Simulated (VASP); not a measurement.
# SiO2 (P4_2/mnm) in VASP: further runs

SiO2 is run at these levels: LDA; tasks: single point.

All numbers are computed with VASP 6.6.1; they aren't measurements. Logs are shortened: lines on timing, memory, paths and dates and some standing lists are left out, and cuts for length are marked.

## (1) The cell of the first run

The structure is tetragonal, space group P4_2/mnm (No. 136). Conventional cell: a = 3.874 Å, b = 3.874 Å, c = 2.768 Å, α = 90.00°, β = 90.00°, γ = 90.00°. Within 2.2 Å of Si (site symmetry mmm) lie 6 O at 1.67 to 1.75 Å. Within 2.2 Å of O (site symmetry m2m) lie 3 Si at 1.67 to 1.75 Å and 1 O at 2.13 Å.

## (2) Single point, LDA (volume 6.923 Å^3 an atom, c/a of the conventional cell 0.7144)

Input file INCAR:

```
ALGO = Normal
EDIFF = 1E-6
ENCUT = 520
GGA = CA
ISIF = 2
ISMEAR = 0
LASPH = True
LCHARG = False
LREAL = False
LWAVE = False
NBANDS = 25
NELM = 100
PREC = Accurate
SIGMA = 0.05
```

Input file KPOINTS:

```
k-points
0
Gamma
  6 6 10
```

Input file POSCAR:

```
SiO2
1.0
    3.8740751891      0.0000000000      0.0000000000
    0.0000000000      3.8740751891      0.0000000000
    0.0000000000      0.0000000000      2.7676393151
Si O
2 4
Direct
    0.5000000000      0.5000000000      0.5000000000
    0.0000000000      0.0000000000      0.0000000000
    0.6944252994      0.6944252994      0.0000000000
    0.1944252994      0.8055747006      0.5000000000
    0.3055747006      0.3055747006      0.0000000000
    0.8055747006      0.1944252994      0.5000000000
```

Potentials or basis: VASP PAW LDA potentials, release 64 (Si, O).

Launch:

```console
$ cat potpaw_LDA.64/Si/POTCAR potpaw_LDA.64/O/POTCAR > POTCAR
$ mpirun -np 1 vasp_std > vasp.out
```

OUTCAR:

```text
EDIFF = 1E-6
   ENCUT = 520
   GGA = CA
   ISIF = 2
   ISMEAR = 0
   LASPH = True
   LREAL = False
   NELM = 100
   PREC = Accurate

 ion  position               nearest neighbor table
   1  0.500  0.500  0.500-   4 1.67   6 1.67   5 1.75   3 1.75   3 1.75   5 1.75   2 3.07   2 3.07
                             2 3.07   2 3.07   2 3.07   2 3.07   2 3.07   2 3.07
   2  0.000  0.000  0.000-   3 1.67   5 1.67   4 1.75   6 1.75   4 1.75   6 1.75   1 3.07   1 3.07
                             1 3.07   1 3.07   1 3.07   1 3.07   1 3.07   1 3.07
   3  0.694  0.694  0.000-   2 1.67   1 1.75   1 1.75
   4  0.194  0.806  0.500-   1 1.67   2 1.75   2 1.75
   5  0.306  0.306  0.000-   2 1.67   1 1.75   1 1.75
   6  0.806  0.194  0.500-   1 1.67   2 1.75   2 1.75

  LATTYP: Found a simple tetragonal cell.
 ALAT       =     3.8740751891
 C/A-ratio  =     0.7144000000

  Lattice vectors:

 A1 = (   3.8740751891,   0.0000000000,   0.0000000000)
 A2 = (   0.0000000000,   3.8740751891,   0.0000000000)
 A3 = (   0.0000000000,   0.0000000000,   2.7676393151)

Analysis of symmetry for initial positions (statically):
=====================================================================
 Subroutine PRICEL returns:
 Original cell was already a primitive cell.

 Routine SETGRP: Setting up the symmetry group for a
 simple tetragonal supercell.

 Subroutine GETGRP returns: Found 16 space group operations
 (whereof  8 operations were pure point group operations)
 out of a pool of 16 trial point group operations.

The static configuration has the point symmetry D_2h.
 The point group associated with its full space group is D_4h.

Analysis of symmetry for dynamics (positions and initial velocities):
=====================================================================
 Subroutine PRICEL returns:
 Original cell was already a primitive cell.

 Routine SETGRP: Setting up the symmetry group for a
 simple tetragonal supercell.

 Subroutine GETGRP returns: Found 16 space group operations
 (whereof  8 operations were pure point group operations)
 out of a pool of 16 trial point group operations.

The dynamic configuration has the point symmetry D_2h.
 The point group associated with its full space group is D_4h.

 Subroutine INISYM returns: Found 16 space group operations
 (whereof  8 operations are pure point group operations),
 and found     1 'primitive' translations

----------------------------------------------------------------------------------------

                                     Primitive cell

  volume of cell :      41.5380

  direct lattice vectors                    reciprocal lattice vectors
     3.874075189  0.000000000  0.000000000     0.258126121  0.000000000  0.000000000
     0.000000000  3.874075189  0.000000000     0.000000000  0.258126121  0.000000000
     0.000000000  0.000000000  2.767639315     0.000000000  0.000000000  0.361318758

  length of vectors
     3.874075189  3.874075189  2.767639315     0.258126121  0.258126121  0.361318758

  position of ions in fractional coordinates (direct lattice)
     0.500000000  0.500000000  0.500000000
     0.000000000  0.000000000  0.000000000
     0.694425299  0.694425299  0.000000000
     0.194425299  0.805574701  0.500000000
     0.305574701  0.305574701  0.000000000
     0.805574701  0.194425299  0.500000000

  ion indices of the primitive-cell ions
   primitive index   ion index
                 1           1
                 2           2
                 3           3
                 4           4
                 5           5
                 6           6

----------------------------------------------------------------------------------------

 KPOINTS: k-points

Automatic generation of k-mesh.
 Grid dimensions read from file:
 generate k-points for:    6    6   10

 Generating k-lattice:

  Cartesian coordinates                     Fractional coordinates (reciprocal lattice)
     0.043021020  0.000000000  0.000000000     0.166666667  0.000000000  0.000000000
     0.000000000  0.043021020  0.000000000     0.000000000  0.166666667  0.000000000
     0.000000000  0.000000000  0.036131876     0.000000000  0.000000000  0.100000000

  Length of vectors
     0.043021020  0.043021020  0.036131876

  Shift w.r.t. Gamma in fractional coordinates (k-lattice)
     0.000000000  0.000000000  0.000000000

 Subroutine IBZKPT returns following result:
 ===========================================

 Found     60 irreducible k-points:

 Following reciprocal coordinates:
            Coordinates               Weight
  0.000000  0.000000  0.000000      1.000000
  0.166667  0.000000  0.000000      4.000000
  0.333333  0.000000  0.000000      4.000000
  0.500000  0.000000  0.000000      2.000000
  0.166667  0.166667  0.000000      4.000000
  0.333333  0.166667  0.000000      8.000000
[... 16 lines left out ...]
  0.333333  0.000000  0.200000      8.000000
  0.500000  0.000000  0.200000      4.000000
 [... further k-points ...]
   k-points           NKPTS =     60   k-points in BZ     NKDIM =     60   number of bands    NBANDS=     25
   number of dos      NEDOS =    301   number of ions     NIONS =      6
   total plane-waves  NPLWV =  21600
   dimension x,y,z NGX =    30 NGY =   30 NGZ =   24
   dimension x,y,z NGXF=    60 NGYF=   60 NGZF=   48
   ions per type =               2   4
   NGX,Y,Z   is equivalent  to a cutoff of  12.87, 12.87, 14.42 a.u.
   NGXF,Y,Z  is equivalent  to a cutoff of  25.75, 25.75, 28.83 a.u.
 SYSTEM =  unknown system
   PREC   = accura    normal or accurate (medium, high low for compatibility)
   ISTART =      0    job   : 0-new  1-cont  2-samecut
   ICHARG =      2    charge: 1-file 2-atom 10-const
   ISPIN  =      1    spin polarized calculation?
   LNONCOLLINEAR =      F non collinear calculations
   LSORBIT =      F    spin-orbit coupling
   LASPH  =      T    aspherical Exc in radial PAW
   ENCUT  =  520.0 eV  38.22 Ry    6.18 a.u.   7.20  7.20  5.15*2*pi/ulx,y,z
   NELM   =    100;   NELMIN=  2; NELMDL= -5     # of ELM steps
   EDIFF  = 0.1E-05   stopping-criterion for ELM
   LREAL  =      F    real-space projection
   EDIFFG = 0.1E-04   stopping-criterion for IOM
   NSW    =      0    number of steps for IOM
   IBRION =     -1    ionic relax: 0-MD 1-quasi-New 2-CG
   NFREE  =      0    steps in history (QN), initial steepest desc. (CG)
   ISIF   =      2    stress and relaxation
   ISYM   =      2    0-nonsym 1-usesym 2-fastsym
   POTIM  = 0.5000    time-step for ionic-motion
   TEBEG  =    0.0;   TEEND  =   0.0 temperature during run
   PSTRESS=    0.0 pullay stress
   NELECT =      32.0000    total number of electrons
   NUPDOWN=      -1.0000    fix difference up-down
   EMIN   =  10.00;   EMAX   =-10.00  energy-range for DOS
   EFERMI =   0.00;   METHOD = LEGACY
   ISMEAR =     0;   SIGMA  =   0.05  broadening in eV -4-tet -1-fermi 0-gaus
   EFERMI_NEDOS =   21; number of points for ismear=-14 and -15
   IALGO  =     38    algorithm
   IMIX   =      4    mixing-type and parameters
     AMIX     =   0.40;   BMIX     =  1.00
     AMIX_MAG =   1.60;   BMIX_MAG =  1.00
  volume/ion in A,a.u.               =       6.92        46.72
  Fermi-wavevector in a.u.,A,eV,Ry     =   1.500754  2.836015 30.643910  2.252264
  Thomas-Fermi vector in A             =   2.612214
   LORBIT       =      0    0 simple, 1 ext, 2 COOP (PROOUT), +10 PAW based schemes
   GGA     = CA    functional components
   LHFCALC =     F    Hartree Fock is set to
   AEXX    =    0.0000 exact exchange contribution
   IVDW    =     0    specifies the selected vdW correction
   LEPSILON=     F    determine dielectric tensor
   LRPA    =     F    only Hartree local field effects (RPA)
 non-spin polarized calculation
 Gauss-broadening in eV      SIGMA  =   0.05
  energy-cutoff  :      520.00
  volume of cell :       41.54
 maximum number of plane-waves:      1140
 NGX is ok and might be reduce to    30
   NGX = 15   NGY = 15   NGZ = 11

 number of electron      31.9999988 magnetization

 Free energy of the ion-electron system (eV)
  ---------------------------------------------------
  ext. energy  EPLUGINS =         0.00000000
  ---------------------------------------------------
  free energy    TOTEN  =       -50.97305860 eV

  energy without entropy =      -50.97305860  energy(sigma->0) =      -50.97305860

 E-fermi :  10.0647     XC(G=0): -13.3581

 val. band max:        9.7665676087   @ k =   0.0000   0.0000   0.0000
 cond. band min:      15.1365908080   @ k =   0.0000   0.0000   0.0000
 fundamental gap:      5.3700231993
 Fermi energy:        10.0646997894

 k-point     1 :       0.0000    0.0000    0.0000
  band No.  band energies     occupation
      1     -13.6998      2.00000
      2      -9.0467      2.00000
      3      -9.0467      2.00000
      4      -8.5689      2.00000
      5      -1.7409      2.00000
      6       2.5407      2.00000
[... 17 lines left out ...]
     24      26.9558      0.00000
     25      26.9617      0.00000

 k-point     2 :       0.1667    0.0000    0.0000
  band No.  band energies     occupation
      1     -13.5151      2.00000
      2      -9.8573      2.00000
      3      -8.9521      2.00000
      4      -8.1918      2.00000
      5      -1.4902      2.00000
      6       2.4515      2.00000
[... 17 lines left out ...]
     24      25.9126      0.00000
     25      25.9207      0.00000

 k-point     3 :       0.3333    0.0000    0.0000
  band No.  band energies     occupation
      1     -12.9730      2.00000
      2     -11.0218      2.00000
      3      -8.6950      2.00000
      4      -8.1234      2.00000
      5      -0.8585      2.00000
      6       1.1684      2.00000
[... 552 lines left out ...]
 k-point    23 :       0.3333    0.0000    0.2000
  band No.  band energies     occupation
      1     -12.4872      2.00000
      2     -10.6689      2.00000
      3      -8.5905      2.00000
      4      -8.2838      2.00000
      5      -0.5368      2.00000
      6       1.3134      2.00000
[... 17 lines left out ...]
     24      23.8655      0.00000
     25      24.7148      0.00000

 k-point    24 :       0.5000    0.0000    0.2000
  band No.  band energies     occupation
      1     -11.6768      2.00000
      2     -11.6768      2.00000
      3      -8.3921      2.00000
      4      -8.3921      2.00000
      5       0.3884      2.00000
      6       0.3884      2.00000
[... 17 lines left out ...]
     24      22.8423      0.00000
     25      24.7074      0.00000

 [... further k-points ...]
[... 5 lines left out ...]
  --------------------------------------------------------------------------------------
  -------------------------------------------------------------------------------------
  Total       14.9397850     14.9397850      1.5862078     -0.0000000      0.0000000      0.0000000
  in kB      576.2478881    576.2478881     61.1821979     -0.0000000      0.0000000      0.0000000
  external PRESSURE =     404.5593247 kB  Pullay stress =       0.0000000 kB

 VOLUME and BASIS-vectors are now :
 -----------------------------------------------------------------------------
  energy-cutoff  :      520.00
  volume of cell :       41.54
      direct lattice vectors                 reciprocal lattice vectors
     3.874075189  0.000000000  0.000000000     0.258126121  0.000000000  0.000000000
     0.000000000  3.874075189  0.000000000     0.000000000  0.258126121  0.000000000
     0.000000000  0.000000000  2.767639315     0.000000000  0.000000000  0.361318758

 POSITION                                       TOTAL-FORCE (eV/Angst)
 -----------------------------------------------------------------------------------
      1.93704      1.93704      1.38382         0.000000      0.000000     -0.000000
      0.00000      0.00000      0.00000         0.000000      0.000000     -0.000000
      2.69026      2.69026      0.00000         0.505298      0.505298     -0.000000
      0.75322      3.12086      1.38382         0.505298     -0.505298      0.000000
      1.18382      1.18382      0.00000        -0.505298     -0.505298      0.000000
      3.12086      0.75322      1.38382        -0.505298      0.505298     -0.000000
 -----------------------------------------------------------------------------------
    total drift:                               -0.000000      0.000000      0.000000

  FREE ENERGIE OF THE ION-ELECTRON SYSTEM (eV)
  ---------------------------------------------------
  free  energy   TOTEN  =       -50.9730585979 eV

  energy  without entropy=      -50.9730585979  energy(sigma->0) =      -50.97305860
```

Wall time 37 s (1 thread of Intel Xeon Platinum 8375C at 2.90GHz (Ice Lake), shared host); peak memory 0.16 GiB.

What came out:

- Free energy: -50.9731 eV
- Pressure: 40.5 GPa
- Largest force: 0.715 eV/Å
- Band gap on the k mesh: 5.37 eV, direct

Forces in eV/Å, atoms in the order of the input:
```
Si   0.000  0.000  0.000
Si   0.000  0.000  0.000
O    0.505  0.505  0.000
O    0.505 -0.505  0.000
O   -0.505 -0.505  0.000
O   -0.505  0.505  0.000
```

Levels at points of the mesh, in eV from the valence-band top:
```tsv
k point	band 14	band 15	band 16	band 17	band 18	band 19
(0.00, 0.00, 0.00)	-0.72	-0.72	0.00	5.37	7.15	7.71
(0.50, 0.00, 0.00)	-3.16	-1.03	-1.03	7.77	7.77	8.76
(0.50, 0.50, 0.00)	-3.25	-2.12	-2.12	7.61	7.61	9.99
(0.00, 0.00, 0.50)	-3.98	-2.85	-2.85	10.82	10.82	12.81
(0.50, 0.00, 0.50)	-2.13	-1.82	-1.82	10.15	10.15	12.30
(0.50, 0.50, 0.50)	-1.55	-1.47	-1.47	9.05	9.05	12.06
```

 A k mesh can miss the band edges.

## (3) Single point, LDA (volume 6.923 Å^3 an atom, c/a of the conventional cell 0.7683)

Input file INCAR:

```
  ALGO = Normal
  EDIFF = 1E-6
  ENCUT = 520
  GGA = CA
  ISIF = 2
  ISMEAR = 0
  LASPH = T
  LCHARG = T
  LELF = T
  LREAL = F
  LVHAR = T
  LWAVE = F
  NBANDS = 25
  NELM = 80
  PREC = Accurate
  SIGMA = 0.05
```

KPOINTS is that of step 2.

Changes to POSCAR since step 2:

```diff
@@ -2,5 +2,5 @@
 1.0
-    3.8740751891      0.0000000000      0.0000000000
-    0.0000000000      3.8740751891      0.0000000000
-    0.0000000000      0.0000000000      2.7676393151
+    3.7812748803      0.0000000000      0.0000000000
+    0.0000000000      3.7812748803      0.0000000000
+    0.0000000000      0.0000000000      2.9051534905
 Si O
```

Potentials or basis: VASP PAW LDA potentials, release 64 (Si, O).

Launch:

```console
$ cat potpaw_LDA.64/Si/POTCAR potpaw_LDA.64/O/POTCAR > POTCAR
$ mpirun -np 1 vasp_std > vasp.out
```

It took 31 s on 1 thread of Intel Xeon Platinum 8375C at 2.90GHz (Ice Lake), shared host; peak memory 0.16 GiB.

Results (log left out):

| Property | Result |
| --- | --- |
| Free energy | -50.1075 eV |
| Pressure | 42.3 GPa |
| Largest force | 0.553 eV/Å |
| Band gap on the k mesh | 4.90 eV, direct |

Forces on the atoms (eV/Å):
```
Si   0.000  0.000  0.000
Si   0.000  0.000  0.000
O    0.391  0.391  0.000
O    0.391 -0.391  0.000
O   -0.391 -0.391  0.000
O   -0.391  0.391  0.000
```

Stress tensor (GPa, compression positive):
```
 70.78   0.00   0.00
  0.00  70.78   0.00
  0.00   0.00 -14.62
```

Levels at points of the mesh, in eV from the valence-band top:
| k point | band 12 | band 13 | band 14 | band 15 | band 16 | band 17 | band 18 | band 19 | band 20 | band 21 |
| --- | --- | --- | --- | --- | --- | --- | --- | --- | --- | --- |
| (0.00, 0.00, 0.00) | -3.73 | -2.62 | -0.45 | -0.45 | 0.00 | 4.90 | 6.79 | 7.00 | 7.00 | 10.20 |
| (0.50, 0.00, 0.00) | -4.00 | -2.93 | -2.93 | -0.83 | -0.83 | 7.49 | 7.49 | 8.31 | 8.31 | 12.41 |
| (0.50, 0.50, 0.00) | -4.11 | -3.23 | -3.23 | -1.54 | -1.54 | 7.31 | 7.31 | 9.80 | 9.80 | 14.57 |
| (0.00, 0.00, 0.50) | -3.97 | -3.92 | -3.92 | -2.42 | -2.42 | 11.03 | 11.03 | 12.34 | 12.34 | 12.63 |
| (0.50, 0.00, 0.50) | -4.04 | -1.64 | -1.64 | -1.42 | -1.42 | 10.57 | 10.57 | 12.90 | 12.90 | 13.08 |
| (0.50, 0.50, 0.50) | -3.62 | -1.14 | -1.14 | -0.96 | -0.96 | 9.37 | 9.37 | 12.54 | 12.54 | 12.59 |

 A k mesh can miss the band edges.

## (4) Single point, LDA (volume 8.148 Å^3 an atom, c/a of the conventional cell 0.6888)

Input file INCAR:

```
SYSTEM = SiO2
ALGO = Normal
EDIFF = 1E-6
ENCUT = 520
ISIF = 2
ISMEAR = 0
LASPH = .TRUE.
LCHARG = .FALSE.
LREAL = .FALSE.
LWAVE = .FALSE.
NBANDS = 25
NELM = 100
PREC = Accurate
SIGMA = 0.05
```

Input file KPOINTS:

```
k-points
0
G
  6 6 10
  0 0 0
```

Changes to POSCAR since step 3:

```diff
@@ -2,5 +2,5 @@
 1.0
-    3.7812748803      0.0000000000      0.0000000000
-    0.0000000000      3.7812748803      0.0000000000
-    0.0000000000      0.0000000000      2.9051534905
+    4.1403435376      0.0000000000      0.0000000000
+    0.0000000000      4.1403435376      0.0000000000
+    0.0000000000      0.0000000000      2.8518686287
 Si O
```

Launch:

```console
$ cat potpaw_LDA.64/Si/POTCAR potpaw_LDA.64/O/POTCAR > POTCAR
$ mpirun -np 1 vasp_std > vasp.out
```

It took 37 s on 1 thread of AMD EPYC 7R13 (Zen 3), shared host; peak memory 0.14 GiB.

Results (log left out):

```
Free energy            : -51.5613 eV
Pressure               : -19.3 GPa
Largest force          : 0.169 eV/Å
Band gap on the k mesh : 4.44 eV, direct
```

Forces on the atoms (eV/Å):
```
Si   0.000  0.000  0.000
Si   0.000  0.000  0.000
O    0.120  0.120  0.000
O    0.120 -0.120  0.000
O   -0.120 -0.120  0.000
O   -0.120  0.120  0.000
```

Stress tensor (GPa, compression positive):
```
 -9.07   0.00   0.00
  0.00  -9.07   0.00
  0.00   0.00 -39.70
```

Levels at points of the mesh, in eV from the valence-band top:
```tsv
k point	band 12	band 13	band 14	band 15	band 16	band 17	band 18	band 19	band 20	band 21
(0.00, 0.00, 0.00)	-3.28	-2.67	-0.77	-0.77	0.00	4.44	5.27	6.95	6.95	9.84
(0.50, 0.00, 0.00)	-3.66	-2.78	-2.78	-0.94	-0.94	6.44	6.44	7.64	7.64	11.31
(0.50, 0.50, 0.00)	-3.46	-2.82	-2.82	-1.87	-1.87	6.12	6.12	8.72	8.72	12.98
(0.00, 0.00, 0.50)	-4.34	-3.10	-3.10	-2.44	-2.44	8.38	8.38	11.73	11.73	12.42
(0.50, 0.00, 0.50)	-3.79	-2.00	-2.00	-1.58	-1.58	8.21	8.21	9.84	9.84	11.87
(0.50, 0.50, 0.50)	-4.10	-1.45	-1.45	-1.36	-1.36	6.63	6.63	10.72	10.72	11.26
```

(Part 1 of 2 ends here.)
